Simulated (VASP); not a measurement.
# B2WO5 (F-43m) in VASP: single point with PBE

Aim: the single point of B2WO5 with PBE.

Everything below comes from runs of VASP 6.6.1. Logs are shortened: lines on timing, memory, paths and dates and some standing lists are left out, and cuts for length are marked.

### 1 The cell of the first run

Symmetry: F-43m, No. 216, cubic system. The conventional cell has a = 7.042 Å, b = 7.042 Å, c = 7.042 Å, α = 90.00°, β = 90.00°, γ = 90.00°. B (site symmetry -43m) has 16 O at 2.98 to 3.05 Å and 4 W at 3.05 Å and 6 B at 3.52 Å within 3.9 Å. B (site symmetry -43m) has 4 O at 1.26 Å within 1.7 Å. Within 2.4 Å of W (site symmetry -43m) lie 4 O at 1.79 Å. Within 1.7 Å of O (site symmetry 3m) lie 1 B at 1.26 Å. Within 3.8 Å of O (site symmetry -43m) lie 12 O at 2.89 Å and 8 B at 3.05 Å and 6 W at 3.52 Å.

### 2 Single point, PBE

INCAR

```
PREC = Accurate
ENCUT = 520
EDIFF = 1E-6
ISMEAR = 0
SIGMA = 0.1
LREAL = False
LASPH = True
NELM = 80
ALGO = Normal
ISIF = 2
LWAVE = False
LCHARG = False
GGA = PE
NBANDS = 35
```

KPOINTS

```
regular mesh
0
Gamma
  4 4 4
```

POSCAR

```
B2WO5
1.0
    0.0000000000      3.5209338400      3.5209338400
    3.5209338400      0.0000000000      3.5209338400
    3.5209338400      3.5209338400      0.0000000000
B W O
2 1 5
Direct
    0.2500000000      0.2500000000      0.2500000000
    0.7500000000      0.7500000000      0.7500000000
    0.0000000000      0.0000000000      0.0000000000
    0.8535974000      0.8535974000      0.8535974000
    0.8535974000      0.8535974000      0.4392078100
    0.8535974000      0.4392078100      0.8535974000
    0.4392078100      0.8535974000      0.8535974000
    0.5000000000      0.5000000000      0.5000000000
```

Potentials or basis: VASP PAW PBE potentials, release 64 (B, W_sv, O).

On the command line:

```
$ cat potpaw_PBE.64/B/POTCAR potpaw_PBE.64/W_sv/POTCAR potpaw_PBE.64/O/POTCAR > POTCAR
$ mpirun -np 1 vasp_std > vasp.out
```

OUTCAR:

```text
PREC = Accurate
   ENCUT = 520
   EDIFF = 1E-6
   ISMEAR = 0
   LREAL = False
   LASPH = True
   NELM = 80
   ISIF = 2
   GGA = PE

 ion  position               nearest neighbor table
   1  0.250  0.250  0.250-
   2  0.750  0.750  0.750-   5 1.26   6 1.26   7 1.26   4 1.26
   3  0.000  0.000  0.000-   4 1.79   5 1.79   6 1.79   7 1.79
   4  0.854  0.854  0.854-   2 1.26   3 1.79
   5  0.854  0.854  0.439-   2 1.26   3 1.79
   6  0.854  0.439  0.854-   2 1.26   3 1.79
   7  0.439  0.854  0.854-   2 1.26   3 1.79
   8  0.500  0.500  0.500-

  LATTYP: Found a face centered cubic cell.
 ALAT       =     7.0418676800

  Lattice vectors:

 A1 = (   0.0000000000,   3.5209338400,   3.5209338400)
 A2 = (   3.5209338400,   0.0000000000,   3.5209338400)
 A3 = (   3.5209338400,   3.5209338400,   0.0000000000)

Analysis of symmetry for initial positions (statically):
=====================================================================
 Subroutine PRICEL returns:
 Original cell was already a primitive cell.

 Routine SETGRP: Setting up the symmetry group for a
 face centered cubic supercell.

 Subroutine GETGRP returns: Found 24 space group operations
 (whereof 24 operations were pure point group operations)
 out of a pool of 48 trial point group operations.

The static configuration has the point symmetry T_d .

Analysis of symmetry for dynamics (positions and initial velocities):
=====================================================================
 Subroutine PRICEL returns:
 Original cell was already a primitive cell.

 Routine SETGRP: Setting up the symmetry group for a
 face centered cubic supercell.

 Subroutine GETGRP returns: Found 24 space group operations
 (whereof 24 operations were pure point group operations)
 out of a pool of 48 trial point group operations.

The dynamic configuration has the point symmetry T_d .

 Subroutine INISYM returns: Found 24 space group operations
 (whereof 24 operations are pure point group operations),
 and found     1 'primitive' translations

----------------------------------------------------------------------------------------

                                     Primitive cell

  volume of cell :      87.2979

  direct lattice vectors                    reciprocal lattice vectors
     0.000000000  3.520933840  3.520933840    -0.142007781  0.142007781  0.142007781
     3.520933840  0.000000000  3.520933840     0.142007781 -0.142007781  0.142007781
     3.520933840  3.520933840  0.000000000     0.142007781  0.142007781 -0.142007781

  length of vectors
     4.979352389  4.979352389  4.979352389     0.245964691  0.245964691  0.245964691

  position of ions in fractional coordinates (direct lattice)
     0.250000000  0.250000000  0.250000000
     0.750000000  0.750000000  0.750000000
     0.000000000  0.000000000  0.000000000
     0.853597400  0.853597400  0.853597400
     0.853597400  0.853597400  0.439207810
     0.853597400  0.439207810  0.853597400
     0.439207810  0.853597400  0.853597400
     0.500000000  0.500000000  0.500000000

  ion indices of the primitive-cell ions
   primitive index   ion index
                 1           1
                 2           2
                 3           3
                 4           4
                 5           5
                 6           6
                 7           7
                 8           8

----------------------------------------------------------------------------------------

 KPOINTS: regular mesh

Automatic generation of k-mesh.
 Grid dimensions read from file:
 generate k-points for:    4    4    4

 Generating k-lattice:

  Cartesian coordinates                     Fractional coordinates (reciprocal lattice)
    -0.035501945  0.035501945  0.035501945     0.250000000  0.000000000  0.000000000
     0.035501945 -0.035501945  0.035501945     0.000000000  0.250000000  0.000000000
     0.035501945  0.035501945 -0.035501945     0.000000000  0.000000000  0.250000000

  Length of vectors
     0.061491173  0.061491173  0.061491173

  Shift w.r.t. Gamma in fractional coordinates (k-lattice)
     0.000000000  0.000000000  0.000000000

 Subroutine IBZKPT returns following result:
 ===========================================

 Found      8 irreducible k-points:

 Following reciprocal coordinates:
            Coordinates               Weight
  0.000000  0.000000  0.000000      1.000000
  0.250000  0.000000  0.000000      8.000000
  0.500000  0.000000  0.000000      4.000000
  0.250000  0.250000  0.000000      6.000000
  0.500000  0.250000  0.000000     24.000000
 -0.250000  0.250000  0.000000     12.000000
  0.500000  0.500000  0.000000      3.000000
 -0.250000  0.500000  0.250000      6.000000
   k-points           NKPTS =      8   k-points in BZ     NKDIM =      8   number of bands    NBANDS=     35
   number of dos      NEDOS =    301   number of ions     NIONS =      8
   total plane-waves  NPLWV =  64000
   dimension x,y,z NGX =    40 NGY =   40 NGZ =   40
   dimension x,y,z NGXF=    80 NGYF=   80 NGZF=   80
   ions per type =               2   1   5
   NGX,Y,Z   is equivalent  to a cutoff of  13.35, 13.35, 13.35 a.u.
   NGXF,Y,Z  is equivalent  to a cutoff of  26.71, 26.71, 26.71 a.u.
 SYSTEM =  unknown system
   PREC   = accura    normal or accurate (medium, high low for compatibility)
   ISTART =      0    job   : 0-new  1-cont  2-samecut
   ICHARG =      2    charge: 1-file 2-atom 10-const
   ISPIN  =      1    spin polarized calculation?
   LNONCOLLINEAR =      F non collinear calculations
   LSORBIT =      F    spin-orbit coupling
   LASPH  =      T    aspherical Exc in radial PAW
   ENCUT  =  520.0 eV  38.22 Ry    6.18 a.u.   9.26  9.26  9.26*2*pi/ulx,y,z
   NELM   =     80;   NELMIN=  2; NELMDL= -5     # of ELM steps
   EDIFF  = 0.1E-05   stopping-criterion for ELM
   LREAL  =      F    real-space projection
   EDIFFG = 0.1E-04   stopping-criterion for IOM
   NSW    =      0    number of steps for IOM
   IBRION =     -1    ionic relax: 0-MD 1-quasi-New 2-CG
   NFREE  =      0    steps in history (QN), initial steepest desc. (CG)
   ISIF   =      2    stress and relaxation
   ISYM   =      2    0-nonsym 1-usesym 2-fastsym
   POTIM  = 0.5000    time-step for ionic-motion
   TEBEG  =    0.0;   TEEND  =   0.0 temperature during run
   PSTRESS=    0.0 pullay stress
   NELECT =      50.0000    total number of electrons
   NUPDOWN=      -1.0000    fix difference up-down
   EMIN   =  10.00;   EMAX   =-10.00  energy-range for DOS
   EFERMI =   0.00;   METHOD = LEGACY
   ISMEAR =     0;   SIGMA  =   0.10  broadening in eV -4-tet -1-fermi 0-gaus
   EFERMI_NEDOS =   21; number of points for ismear=-14 and -15
   IALGO  =     38    algorithm
   IMIX   =      4    mixing-type and parameters
     AMIX     =   0.40;   BMIX     =  1.00
     AMIX_MAG =   1.60;   BMIX_MAG =  1.00
  volume/ion in A,a.u.               =      10.91        73.64
  Fermi-wavevector in a.u.,A,eV,Ry     =   1.359556  2.569188 25.148892  1.848391
  Thomas-Fermi vector in A             =   2.486293
   LORBIT       =      0    0 simple, 1 ext, 2 COOP (PROOUT), +10 PAW based schemes
   GGA     = PE    functional components
   LHFCALC =     F    Hartree Fock is set to
   AEXX    =    0.0000 exact exchange contribution
   IVDW    =     0    specifies the selected vdW correction
   LEPSILON=     F    determine dielectric tensor
   LRPA    =     F    only Hartree local field effects (RPA)
 non-spin polarized calculation
 Gauss-broadening in eV      SIGMA  =   0.10
  energy-cutoff  :      520.00
  volume of cell :       87.30
 maximum number of plane-waves:      2397
 NGX is ok and might be reduce to    40
   NGX = 19   NGY = 19   NGZ = 19

 number of electron      50.0000004 magnetization

 Free energy of the ion-electron system (eV)
  ---------------------------------------------------
  ext. energy  EPLUGINS =         0.00000000
  ---------------------------------------------------
  free energy    TOTEN  =       -51.75246790 eV

  energy without entropy =      -51.74705014  energy(sigma->0) =      -51.74975902

 E-fermi :   4.1505     XC(G=0): -10.5759

 val. band max:        4.0669048652   @ k =  -0.2500   0.5000   0.2500
 cond. band min:       4.2332133768   @ k =  -0.2500   0.5000   0.2500
 fundamental gap:      0.1663085116
 Fermi energy:         4.1504992273

 k-point     1 :       0.0000    0.0000    0.0000
  band No.  band energies     occupation
      1     -73.3042      2.00000
      2     -37.6496      2.00000
      3     -37.6496      2.00000
      4     -37.6496      2.00000
      5     -20.2201      2.00000
      6     -16.9912      2.00000
[... 27 lines left out ...]
     34      11.7900      0.00000
     35      15.0870      0.00000

 k-point     2 :       0.2500    0.0000    0.0000
  band No.  band energies     occupation
      1     -73.3042      2.00000
      2     -37.6512      2.00000
      3     -37.6499      2.00000
      4     -37.6499      2.00000
      5     -20.1267      2.00000
      6     -17.1158      2.00000
[... 27 lines left out ...]
     34      12.2309      0.00000
     35      14.5225      0.00000

 k-point     3 :       0.5000    0.0000    0.0000
  band No.  band energies     occupation
      1     -73.3042      2.00000
      2     -37.6528      2.00000
      3     -37.6501      2.00000
      4     -37.6501      2.00000
      5     -20.0264      2.00000
      6     -17.2464      2.00000
[... 27 lines left out ...]
     34      12.2087      0.00000
     35      14.7687      0.00000

 k-point     4 :       0.2500    0.2500    0.0000
  band No.  band energies     occupation
      1     -73.3042      2.00000
      2     -37.6514      2.00000
      3     -37.6502      2.00000
      4     -37.6502      2.00000
      5     -20.0940      2.00000
      6     -17.1703      2.00000
[... 27 lines left out ...]
     34      12.2836      0.00000
     35      13.9637      0.00000

 k-point     5 :       0.5000    0.2500    0.0000
  band No.  band energies     occupation
      1     -73.3042      2.00000
      2     -37.6527      2.00000
      3     -37.6507      2.00000
      4     -37.6504      2.00000
      5     -19.9907      2.00000
      6     -17.3053      2.00000
[... 27 lines left out ...]
     34      12.2306      0.00000
     35      14.4677      0.00000

 k-point     6 :      -0.2500    0.2500    0.0000
  band No.  band energies     occupation
      1     -73.3042      2.00000
      2     -37.6523      2.00000
      3     -37.6507      2.00000
      4     -37.6501      2.00000
      5     -20.0262      2.00000
      6     -17.2547      2.00000
[... 27 lines left out ...]
     34      12.2884      0.00000
     35      14.4365      0.00000

 k-point     7 :       0.5000    0.5000    0.0000
  band No.  band energies     occupation
      1     -73.3041      2.00000
      2     -37.6531      2.00000
      3     -37.6507      2.00000
      4     -37.6507      2.00000
      5     -19.9540      2.00000
      6     -17.3607      2.00000
[... 27 lines left out ...]
     34      12.2145      0.00000
     35      14.4582      0.00000

 k-point     8 :      -0.2500    0.5000    0.2500
  band No.  band energies     occupation
      1     -73.3042      2.00000
      2     -37.6528      2.00000
      3     -37.6510      2.00000
      4     -37.6507      2.00000
      5     -19.9542      2.00000
      6     -17.3558      2.00000
[... 27 lines left out ...]
     34      12.1862      0.00000
     35      14.8983      0.00000

------------------------ aborting loop because EDIFF is reached ----------------------------------------

  FORCE on cell =-STRESS in cart. coord.  units (eV):
  Direction    XX          YY          ZZ          XY          YZ          ZX
  --------------------------------------------------------------------------------------
  -------------------------------------------------------------------------------------
  Total       20.9273605     20.9273605     20.9273605     -0.0000000      0.0000000     -0.0000000
  in kB      384.0797833    384.0797833    384.0797833     -0.0000000      0.0000000     -0.0000000
  external PRESSURE =     384.0797833 kB  Pullay stress =       0.0000000 kB

 VOLUME and BASIS-vectors are now :
 -----------------------------------------------------------------------------
  energy-cutoff  :      520.00
  volume of cell :       87.30
      direct lattice vectors                 reciprocal lattice vectors
     0.000000000  3.520933840  3.520933840    -0.142007781  0.142007781  0.142007781
     3.520933840  0.000000000  3.520933840     0.142007781 -0.142007781  0.142007781
     3.520933840  3.520933840  0.000000000     0.142007781  0.142007781 -0.142007781

 POSITION                                       TOTAL-FORCE (eV/Angst)
 -----------------------------------------------------------------------------------
      1.76047      1.76047      1.76047        -0.000000     -0.000000     -0.000000
      5.28140      5.28140      5.28140        -0.000000     -0.000000     -0.000000
      0.00000      0.00000      0.00000        -0.000000     -0.000000     -0.000000
      6.01092      6.01092      6.01092         6.490578      6.490578      6.490578
      4.55188      4.55188      6.01092        -6.490578     -6.490578      6.490578
      4.55188      6.01092      4.55188        -6.490578      6.490578     -6.490578
      6.01092      4.55188      4.55188         6.490578     -6.490578     -6.490578
      3.52093      3.52093      3.52093        -0.000000     -0.000000     -0.000000
 -----------------------------------------------------------------------------------
    total drift:                               -0.000084     -0.000084     -0.000084

  FREE ENERGIE OF THE ION-ELECTRON SYSTEM (eV)
  ---------------------------------------------------
  free  energy   TOTEN  =       -51.7524679030 eV

  energy  without entropy=      -51.7470501440  energy(sigma->0) =      -51.74975902
```

Wall time 30 s (1 thread of Intel Xeon 6975P-C (Granite Rapids), shared host); peak memory 0.24 GiB.

Results:

```
Free energy            : -51.7525 eV
Pressure               : 38.4 GPa
Largest force          : 11.242 eV/Å
Band gap on the k mesh : 0.17 eV, direct
```

Forces on the atoms (eV/Å):
```
B    0.000  0.000  0.000
B    0.000  0.000  0.000
W    0.000  0.000  0.000
O    6.491  6.491  6.491
O   -6.491 -6.491  6.491
O   -6.491  6.491 -6.491
O    6.491 -6.491 -6.491
O    0.000  0.000  0.000
```

Caveat: spin-orbit coupling is left out, which moves the levels of the heavy elements; forces of over 1 eV/Å act on the atoms, so gaps and moduli don't describe the material at rest.
